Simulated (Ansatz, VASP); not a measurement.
# One calculation of Hg, two programs

```xyz
1
Lattice="-1.3624 1.3624 1.3624 1.3624 -1.3624 1.3624 1.3624 1.3624 -1.3624" Properties=species:S:1:pos:R:3 pbc="T T T"
Hg    0.0000    0.0000    0.0000
```

Change from the starting cell: volume scaled by 0.45, LAPW.

Alike in both runs: task single point; functional LDA; k mesh 15 × 15 × 15; occupations fermi-dirac, width 0.1 eV; no spin polarisation.

|  | VASP | Ansatz |
| --- | --- | --- |
| version | VASP 6.6.1 | Ansatz 0.2.0 |
| potentials or method | VASP PAW LDA potentials, release 64 (Hg), cutoff 520 eV | all-electron LAPW, scalar-relativistic |

|  | VASP | Ansatz | Ansatz less VASP |
| --- | --- | --- | --- |
| pressure (GPa) | 516.8 | 479.0 | -37.87 |

LDA's correlation is that of Perdew and Zunger in VASP and of Perdew and Wang (1992) in Ansatz. Both programs put the cell under a high pressure, so it lies far from rest at this level. Ansatz ran all-electron here, and VASP with PAW potentials.

Spin-orbit coupling is off throughout. Noted on VASP's run: the cell as given lies far from equilibrium.
